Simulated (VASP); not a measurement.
HfO2: relaxation of cell and atoms with PBE

Crystal: HfO2.

```
Hf O
1.0
     1.86590    1.07728    2.76545
    -1.86590    1.07728    2.76545
     0.00000   -2.15455    2.76545
Hf O
1 2
Direct
  0.00000 0.00000 0.00000
  0.23533 0.23533 0.23533
  0.76467 0.76467 0.76467
```

```
Program                : VASP 6.6.1
Task                   : relaxation of cell and atoms
Functional             : PBE
Potentials or basis    : VASP PAW PBE potentials, release 64 (Hf_pv, O)
Cutoff                 : 600 eV
k mesh                 : 6 × 6 × 6
Occupations            : gaussian, width 0.1 eV
Spin                   : no spin polarisation
Dipole correction      : no
Further INCAR settings : ALGO = Normal; EDIFF = 1e-07; IBRION = 2; EDIFFG = -0.04; NSW = 90; ISIF = 3
```

```yaml
Relaxed_volume: 10.86 Å³/atom
Relaxed_cell: a = 3.580 Å, b = 3.580 Å, c = 3.580 Å, α = 60.17°, β = 60.17°, γ = 60.17°
Space_group_after_relaxing_to_0.05_Å: Fm-3m (No. 225)
Energy_gained_by_relaxing: 258.8 meV/atom
Ionic_steps: 9
Pressure_after_relaxing: 0.2 GPa
Largest_force_after_relaxing: 0.030 eV/Å
Band_gap_on_the_k_mesh: 3.80 eV, direct
```

Forces on the atoms (eV/Å):
```
Hf   0.000  0.000  0.000
O    0.000  0.000 -0.030
O    0.000  0.000  0.030
```

Stress tensor (GPa, compression positive):
```
0.04 0.00 0.00
0.00 0.04 0.00
0.00 0.00 0.43
```

The path:
```
step  energy change (eV)  largest force (eV/Å)  pressure (GPa)  volume (Å³)
   1              0.0000                4.4164            9.77        33.35
   2             -0.3217                1.3119          -17.08        36.39
   3             -0.6628                0.1577          -14.58        34.87
   4             -0.6657                0.2706          -14.06        34.79
   5             -0.6664                0.4047          -13.41        34.70
   6             -0.6811                0.6479           15.34        30.92
   7             -0.7761                0.0573           -0.30        32.63
   8             -0.7761                0.0688            0.01        32.59
   9             -0.7764                0.0302            0.17        32.57
```

Final structure:
```yaml
crystal:
  lattice:
    - [1.79470, 1.03617, 2.91944]
    - [-1.79470, 1.03617, 2.91944]
    - [0.00000, -2.07235, 2.91944]
  atoms:
    - { symbol: Hf, position: [0.00000, 0.00000, 0.00000] }
    - { symbol: O, position: [0.25036, 0.25036, 0.25036] }
    - { symbol: O, position: [0.74964, 0.74964, 0.74964] }
```

Levels at points of the mesh, in eV from the valence-band top:
| k point | band 8 | band 9 | band 10 | band 11 | band 12 | band 13 | band 14 | band 15 |
| --- | --- | --- | --- | --- | --- | --- | --- | --- |
| (0.00, 0.00, 0.00) | -5.33 | -0.61 | -0.60 | -0.60 | 3.88 | 3.88 | 5.84 | 10.42 |
| (0.50, 0.00, 0.00) | -3.05 | -2.73 | -1.85 | -1.82 | 4.59 | 4.63 | 6.97 | 9.06 |
| (0.50, 0.50, 0.00) | -3.45 | -1.54 | -1.52 | 0.00 | 3.80 | 5.51 | 6.64 | 8.15 |
| (0.50, 0.50, 0.50) | -3.04 | -2.73 | -1.82 | -1.82 | 4.62 | 4.62 | 7.03 | 9.08 |

It took 2.9 min on 1 thread of Intel(R) Xeon(R) Platinum 8259CL CPU @ 2.50GHz (Skylake/Cascade Lake), with other jobs on the host, peak memory 0.18 GiB.

Caveat: spin-orbit coupling is left out, which moves the levels of the heavy elements. PBE gaps usually lie below the measured ones, often by a third to a half.
